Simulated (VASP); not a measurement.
# Si: single point with PBE+D4

Si:

```xyz
2
Lattice="0.0000 2.7752 2.7752 2.7752 0.0000 2.7752 2.7752 2.7752 0.0000" Properties=species:S:1:pos:R:3 pbc="T T T"
Si    2.7752    2.7752    2.7752
Si    4.1629    4.1629    4.1629
```

```json
{
 "Program": "VASP 6.6.1",
 "Task": "single point",
 "Functional": "PBE",
 "Dispersion": "D4",
 "Potentials or basis": "VASP PAW PBE potentials, release 64 (Si)",
 "Cutoff": "520 eV",
 "k mesh": "8 × 8 × 8",
 "Occupations": "fermi-dirac, width 0.05 eV",
 "Spin": "no spin polarisation"
}
```

The pressure is -5.7 GPa and the band gap on the k mesh is 0.72 eV, indirect (least direct gap 2.45 eV). The dispersion energy per atom is -0.311 eV.

Levels at points of the mesh, in eV from the valence-band top:
| k point | band 1 | band 2 | band 3 | band 4 | band 5 | band 6 | band 7 | band 8 | band 9 |
| --- | --- | --- | --- | --- | --- | --- | --- | --- | --- |
| (0.00, 0.00, 0.00) | -11.52 | 0.00 | 0.00 | 0.00 | 2.54 | 2.54 | 2.54 | 2.64 | 7.68 |
| (0.50, 0.00, 0.00) | -9.35 | -6.67 | -1.14 | -1.14 | 1.31 | 3.36 | 3.36 | 7.64 | 10.38 |
| (0.50, 0.50, 0.00) | -7.61 | -7.61 | -2.68 | -2.68 | 0.83 | 0.83 | 9.56 | 9.56 | 10.77 |

Wall time 11 s on 1 thread of AMD EPYC 7R13 Processor (Zen 3), on a shared host, peak memory 0.13 GiB.

A k mesh can miss the band edges. Expect the measured gap to be larger: semilocal functionals such as PBE lack the derivative discontinuity.
